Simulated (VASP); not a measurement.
# SnO2 (R-3m) in VASP: notebook

The runs below take SnO2 through single point, with PBE.

All numbers are computed with VASP 6.6.1; they aren't measurements. Logs are shortened: lines on timing, memory, paths and dates and some standing lists are left out, and cuts for length are marked.

**1. The cell of the first run**

The structure is trigonal, space group R-3m (No. 166). The conventional cell has a = 3.153 Å, b = 3.153 Å, c = 14.386 Å, α = 90.00°, β = 90.00°, γ = 120.00°. Within 2.7 Å of Sn (site symmetry -3m) lie 6 O at 2.07 Å. O (site symmetry 3m) has 3 Sn at 2.07 Å and 3 O at 2.68 Å within 2.7 Å.

**2. Single point, PBE**

Input file INCAR:

```
PREC = Accurate
ENCUT = 520
EDIFF = 1E-7
ISMEAR = 0
SIGMA = 0.05
LREAL = False
LASPH = True
NELM = 60
ALGO = Normal
ISIF = 2
LWAVE = False
LCHARG = True
GGA = PE
LELF = True
LVHAR = True
NBANDS = 20
```

Input file KPOINTS:

```
Automatic mesh
0
Gamma
  12 12 12
```

Input file POSCAR:

```
SnO2
1.0
    1.5763469202      0.9101043187      4.7952989919
   -1.5763469202      0.9101043187      4.7952989919
    0.0000000000     -1.8202086374      4.7952989919
Sn O
1 2
Direct
    0.5000000000      0.5000000000      0.5000000000
    0.2348826742      0.2348826742      0.2348826742
    0.7651173258      0.7651173258      0.7651173258
```

Potentials or basis: VASP PAW PBE potentials, release 64 (Sn_d, O).

Started as:

```sh
cat potpaw_PBE.64/Sn_d/POTCAR potpaw_PBE.64/O/POTCAR > POTCAR
mpirun -np 1 vasp_std > vasp.out
```

OUTCAR:

```text
PREC = Accurate
   ENCUT = 520
   EDIFF = 1E-7
   ISMEAR = 0
   LREAL = False
   LASPH = True
   NELM = 60
   ISIF = 2
   GGA = PE

 ion  position               nearest neighbor table
   1  0.500  0.500  0.500-   2 2.07   3 2.07   2 2.07   2 2.07   3 2.07   3 2.07
   2  0.235  0.235  0.235-   1 2.07   1 2.07   1 2.07
   3  0.765  0.765  0.765-   1 2.07   1 2.07   1 2.07

  LATTYP: Found a trigonal (rhomboedric) cell.
 ALAT       =     5.1291375401
 COS(alpha) =     0.8110943660

  Lattice vectors:

 A1 = (   1.5763469202,   0.9101043187,   4.7952989919)
 A2 = (  -1.5763469202,   0.9101043187,   4.7952989919)
 A3 = (   0.0000000000,  -1.8202086374,   4.7952989919)

Analysis of symmetry for initial positions (statically):
=====================================================================
 Subroutine PRICEL returns:
 Original cell was already a primitive cell.

 Routine SETGRP: Setting up the symmetry group for a
 trigonal (rhombohedral) supercell.

 Subroutine GETGRP returns: Found 12 space group operations
 (whereof 12 operations were pure point group operations)
 out of a pool of 12 trial point group operations.

The static configuration has the point symmetry D_3d.

Analysis of symmetry for dynamics (positions and initial velocities):
=====================================================================
 Subroutine PRICEL returns:
 Original cell was already a primitive cell.

 Routine SETGRP: Setting up the symmetry group for a
 trigonal (rhombohedral) supercell.

 Subroutine GETGRP returns: Found 12 space group operations
 (whereof 12 operations were pure point group operations)
 out of a pool of 12 trial point group operations.

The dynamic configuration has the point symmetry D_3d.

 Subroutine INISYM returns: Found 12 space group operations
 (whereof 12 operations are pure point group operations),
 and found     1 'primitive' translations

----------------------------------------------------------------------------------------

                                     Primitive cell

  volume of cell :      41.2772

  direct lattice vectors                    reciprocal lattice vectors
     1.576346920  0.910104319  4.795298992     0.317189061  0.183129190  0.069512523
    -1.576346920  0.910104319  4.795298992    -0.317189061  0.183129190  0.069512523
     0.000000000 -1.820208637  4.795298992     0.000000000 -0.366258380  0.069512523

  length of vectors
     5.129137540  5.129137540  5.129137540     0.372796448  0.372796448  0.372796448

  position of ions in fractional coordinates (direct lattice)
     0.500000000  0.500000000  0.500000000
     0.234882674  0.234882674  0.234882674
     0.765117326  0.765117326  0.765117326

  ion indices of the primitive-cell ions
   primitive index   ion index
                 1           1
                 2           2
                 3           3

----------------------------------------------------------------------------------------

 KPOINTS: Automatic mesh

Automatic generation of k-mesh.
 Grid dimensions read from file:
 generate k-points for:   12   12   12

 Generating k-lattice:

  Cartesian coordinates                     Fractional coordinates (reciprocal lattice)
     0.026432422  0.015260766  0.005792710     0.083333333  0.000000000  0.000000000
    -0.026432422  0.015260766  0.005792710     0.000000000  0.083333333  0.000000000
     0.000000000 -0.030521532  0.005792710     0.000000000  0.000000000  0.083333333

  Length of vectors
     0.031066371  0.031066371  0.031066371

  Shift w.r.t. Gamma in fractional coordinates (k-lattice)
     0.000000000  0.000000000  0.000000000

 Subroutine IBZKPT returns following result:
 ===========================================

 Found    189 irreducible k-points:

 Following reciprocal coordinates:
            Coordinates               Weight
  0.000000  0.000000  0.000000      1.000000
  0.083333  0.000000 -0.000000      6.000000
  0.166667  0.000000 -0.000000      6.000000
  0.250000  0.000000 -0.000000      6.000000
  0.333333  0.000000 -0.000000      6.000000
  0.416667  0.000000  0.000000      6.000000
[... 16 lines left out ...]
  0.500000  0.166667 -0.000000     12.000000
 -0.416667  0.166667  0.000000     12.000000
 [... further k-points ...]
   k-points           NKPTS =    189   k-points in BZ     NKDIM =    189   number of bands    NBANDS=     20
   number of dos      NEDOS =    301   number of ions     NIONS =      3
   total plane-waves  NPLWV =  64000
   dimension x,y,z NGX =    40 NGY =   40 NGZ =   40
   dimension x,y,z NGXF=    80 NGYF=   80 NGZF=   80
   ions per type =               1   2
   NGX,Y,Z   is equivalent  to a cutoff of  12.96, 12.96, 12.96 a.u.
   NGXF,Y,Z  is equivalent  to a cutoff of  25.93, 25.93, 25.93 a.u.
 SYSTEM =  unknown system
   PREC   = accura    normal or accurate (medium, high low for compatibility)
   ISTART =      0    job   : 0-new  1-cont  2-samecut
   ICHARG =      2    charge: 1-file 2-atom 10-const
   ISPIN  =      1    spin polarized calculation?
   LNONCOLLINEAR =      F non collinear calculations
   LSORBIT =      F    spin-orbit coupling
   LASPH  =      T    aspherical Exc in radial PAW
   ENCUT  =  520.0 eV  38.22 Ry    6.18 a.u.   9.54  9.54  9.54*2*pi/ulx,y,z
   NELM   =     60;   NELMIN=  2; NELMDL= -5     # of ELM steps
   EDIFF  = 0.1E-06   stopping-criterion for ELM
   LREAL  =      F    real-space projection
   EDIFFG = 0.1E-05   stopping-criterion for IOM
   NSW    =      0    number of steps for IOM
   IBRION =     -1    ionic relax: 0-MD 1-quasi-New 2-CG
   NFREE  =      0    steps in history (QN), initial steepest desc. (CG)
   ISIF   =      2    stress and relaxation
   ISYM   =      2    0-nonsym 1-usesym 2-fastsym
   POTIM  = 0.5000    time-step for ionic-motion
   TEBEG  =    0.0;   TEEND  =   0.0 temperature during run
   PSTRESS=    0.0 pullay stress
   NELECT =      26.0000    total number of electrons
   NUPDOWN=      -1.0000    fix difference up-down
   EMIN   =  10.00;   EMAX   =-10.00  energy-range for DOS
   EFERMI =   0.00;   METHOD = LEGACY
   ISMEAR =     0;   SIGMA  =   0.05  broadening in eV -4-tet -1-fermi 0-gaus
   EFERMI_NEDOS =   21; number of points for ismear=-14 and -15
   IALGO  =     38    algorithm
   IMIX   =      4    mixing-type and parameters
     AMIX     =   0.40;   BMIX     =  1.00
     AMIX_MAG =   1.60;   BMIX_MAG =  1.00
  volume/ion in A,a.u.               =      13.76        92.85
  Fermi-wavevector in a.u.,A,eV,Ry     =   1.403339  2.651926 26.794780  1.969361
  Thomas-Fermi vector in A             =   2.526011
   LORBIT       =      0    0 simple, 1 ext, 2 COOP (PROOUT), +10 PAW based schemes
   GGA     = PE    functional components
   LHFCALC =     F    Hartree Fock is set to
   AEXX    =    0.0000 exact exchange contribution
   IVDW    =     0    specifies the selected vdW correction
   LEPSILON=     F    determine dielectric tensor
   LRPA    =     F    only Hartree local field effects (RPA)
 non-spin polarized calculation
 Gauss-broadening in eV      SIGMA  =   0.05
  energy-cutoff  :      520.00
  volume of cell :       41.28
 maximum number of plane-waves:      1124
 NGX is ok and might be reduce to    40
   NGX = 19   NGY = 19   NGZ = 19

 number of electron      26.0000004 magnetization

 Free energy of the ion-electron system (eV)
  ---------------------------------------------------
  ext. energy  EPLUGINS =         0.00000000
  ---------------------------------------------------
  free energy    TOTEN  =       -18.06403143 eV

  energy without entropy =      -18.06403143  energy(sigma->0) =      -18.06403143

 E-fermi :   4.0186     XC(G=0): -10.1857

 val. band max:        3.7489287065   @ k =  -0.1667   0.2500   0.0833
 cond. band min:       6.2737018548   @ k =   0.0000   0.0000   0.0000
 fundamental gap:      2.5247731483
 Fermi energy:         4.0185807331

 k-point     1 :       0.0000    0.0000    0.0000
  band No.  band energies     occupation
      1     -16.3104      2.00000
      2     -15.9281      2.00000
      3     -15.9281      2.00000
      4     -15.6635      2.00000
      5     -15.6635      2.00000
      6     -14.4803      2.00000
[... 12 lines left out ...]
     19      21.2908      0.00000
     20      21.6054      0.00000

 k-point     2 :       0.0833    0.0000   -0.0000
  band No.  band energies     occupation
      1     -16.2662      2.00000
      2     -16.0048      2.00000
      3     -15.9092      2.00000
      4     -15.6851      2.00000
      5     -15.6644      2.00000
      6     -14.4402      2.00000
[... 12 lines left out ...]
     19      19.7976      0.00000
     20      21.6292      0.00000

 k-point     3 :       0.1667    0.0000   -0.0000
  band No.  band energies     occupation
      1     -16.2784      2.00000
      2     -16.0805      2.00000
      3     -15.8618      2.00000
      4     -15.7202      2.00000
      5     -15.6620      2.00000
      6     -14.3077      2.00000
[... 12 lines left out ...]
     19      18.4623      0.00000
     20      21.7410      0.00000

 k-point     4 :       0.2500    0.0000   -0.0000
  band No.  band energies     occupation
      1     -16.5253      2.00000
      2     -15.9434      2.00000
      3     -15.8150      2.00000
      4     -15.7441      2.00000
      5     -15.6391      2.00000
      6     -14.0689      2.00000
[... 12 lines left out ...]
     19      17.5355      0.00000
     20      21.3569      0.00000

 k-point     5 :       0.3333    0.0000   -0.0000
  band No.  band energies     occupation
      1     -16.7561      2.00000
      2     -15.8593      2.00000
      3     -15.7962      2.00000
      4     -15.7143      2.00000
      5     -15.5863      2.00000
      6     -13.7477      2.00000
[... 12 lines left out ...]
     19      17.1808      0.00000
     20      19.6534      0.00000
[... 353 lines left out ...]
      6     -13.8205      2.00000
[... 12 lines left out ...]
     19      17.7351      0.00000
     20      20.1602      0.00000

 k-point    22 :       0.4167    0.1667   -0.0000
  band No.  band energies     occupation
      1     -16.6809      2.00000
      2     -16.0836      2.00000
      3     -15.7827      2.00000
      4     -15.7272      2.00000
      5     -15.5757      2.00000
      6     -13.3857      2.00000
[... 12 lines left out ...]
     19      17.9371      0.00000
     20      18.9650      0.00000

 k-point    23 :       0.5000    0.1667   -0.0000
  band No.  band energies     occupation
      1     -16.7905      2.00000
      2     -16.0745      2.00000
      3     -15.8035      2.00000
      4     -15.6753      2.00000
      5     -15.5772      2.00000
      6     -12.9706      2.00000
[... 12 lines left out ...]
     19      17.8912      0.00000
     20      18.3043      0.00000

 k-point    24 :      -0.4167    0.1667    0.0000
  band No.  band energies     occupation
      1     -16.8294      2.00000
      2     -16.0717      2.00000
      3     -15.8117      2.00000
      4     -15.6293      2.00000
      5     -15.6041      2.00000
      6     -12.7918      2.00000
[... 12 lines left out ...]
     19      17.2738      0.00000
     20      18.4844      0.00000

 [... further k-points ...]
[... 5 lines left out ...]
  --------------------------------------------------------------------------------------
  -------------------------------------------------------------------------------------
  Total        4.1693142      4.1693142      1.9869434      0.0000000     -0.0000000     -0.0000000
  in kB      161.8323291    161.8323291     77.1233990      0.0000000     -0.0000000     -0.0000000
  external PRESSURE =     133.5960191 kB  Pullay stress =       0.0000000 kB

 VOLUME and BASIS-vectors are now :
 -----------------------------------------------------------------------------
  energy-cutoff  :      520.00
  volume of cell :       41.28
      direct lattice vectors                 reciprocal lattice vectors
     1.576346920  0.910104319  4.795298992     0.317189061  0.183129190  0.069512523
    -1.576346920  0.910104319  4.795298992    -0.317189061  0.183129190  0.069512523
     0.000000000 -1.820208637  4.795298992     0.000000000 -0.366258380  0.069512523

 POSITION                                       TOTAL-FORCE (eV/Angst)
 -----------------------------------------------------------------------------------
      0.00000      0.00000      7.19295        -0.000000     -0.000000      0.000000
      0.00000      0.00000      3.37900         0.000000      0.000000      0.984710
      0.00000      0.00000     11.00690         0.000000     -0.000000     -0.984710
 -----------------------------------------------------------------------------------
    total drift:                               -0.000000      0.000000     -0.000000

  FREE ENERGIE OF THE ION-ELECTRON SYSTEM (eV)
  ---------------------------------------------------
  free  energy   TOTEN  =       -18.0640314343 eV

  energy  without entropy=      -18.0640314343  energy(sigma->0) =      -18.06403143
```

It took 6.2 min on 1 thread of Intel Xeon 8259CL, shared host; peak memory 0.34 GiB.

Results:

```yaml
Free_energy: -18.0640 eV
Pressure: 13.4 GPa
Largest_force: 0.985 eV/Å
Band_gap_on_the_k_mesh: 2.52 eV (least direct gap 2.79 eV)
```

Forces in eV/Å, atoms in the order of the input:
```
Sn   0.000  0.000  0.000
O    0.000  0.000  0.985
O    0.000  0.000 -0.985
```

Caveat: the stress differs along the axes, from 8 to 16 GPa; spin-orbit coupling is left out, which moves the levels of the heavy elements. A k mesh can miss the band edges.

(Continued in part 2 of 2.)
